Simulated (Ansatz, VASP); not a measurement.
# Si: VASP beside Ansatz

Contents of POSCAR:

```
Si
1.0
    0.0000000000      2.5684277863      2.5684277863
    2.5684277863      0.0000000000      2.5684277863
    2.5684277863      2.5684277863      0.0000000000
Si
2
Direct
    0.7500000000      0.7500000000      0.7500000000
    0.5000000000      0.5000000000      0.5000000000
```

The input INCAR.step1:

```
PREC = Accurate ; ENCUT = 520
ISMEAR = 0 ; SIGMA = 0.05
LREAL = F ; LASPH = T
NELM = 100 ; NBANDS = 11
GGA = PE ; ALGO = Normal
EDIFF = 1E-4 ; LWAVE = T
LCHARG = F
```

Contents of INCAR.step2:

```
PREC = Accurate ; ENCUT = 520
EDIFF = 1E-6 ; ISMEAR = 0
SIGMA = 0.05 ; LREAL = F
LASPH = T ; NELM = 100
ALGO = Normal ; ISIF = 2
LWAVE = F ; LCHARG = F
METAGGA = R2SCAN ; LMIXTAU = T
NBANDS = 11 ; ISTART = 1
```

The input KPOINTS:

```
regular mesh
0
Gamma
  16 16 16
```

Input for Ansatz:

```yaml
crystal:
  lattice:
    - [0.0, 2.5684277863, 2.5684277863]
    - [2.5684277863, 0.0, 2.5684277863]
    - [2.5684277863, 2.5684277863, 0.0]
  atoms:
    - { symbol: Si, position: [0.75, 0.75, 0.75] }
    - { symbol: Si, position: [0.5, 0.5, 0.5] }
basis:
  ecutwfc: 500
  ecutrho_ratio: 4
kpoints:
  mp_grid: { grid: [16, 16, 16] }
hamiltonian:
  xc: r2scan
scf:
  occupations: { method: gaussian, width: 0.05 }
output:
  forces: true
  stress: true
  eigenvalues: true
```

Alike in both runs: task single point; functional r2SCAN; k mesh 16 × 16 × 16; occupations gaussian, width 0.05 eV; no spin polarisation.

|  | VASP | Ansatz |
| --- | --- | --- |
| version | VASP 6.6.1 | Ansatz 0.2.0 |
| potentials or method | VASP PAW PBE potentials, release 64 (Si), cutoff 520 eV | scalar-relativistic, plane waves, PAW |
| valence electrons in the cell | 8 | 8 |

Ansatz gave:

| Quantity | Value |
| --- | --- |
| gap on the k mesh at the Fermi level (eV) | 0.41 |
| least direct gap on the mesh (eV) | 2.79 |
| pressure (GPa) | 24.2 |

Task: Estimate VASP's values.

Result: gap on the k mesh at the Fermi level (eV): 0.43; least direct gap on the mesh (eV): 2.82; pressure (GPa): 23.8.

VASP's potentials were made for PBE, not for r2SCAN. The functional is the same, so the differences come from potentials, cutoffs and numerics.
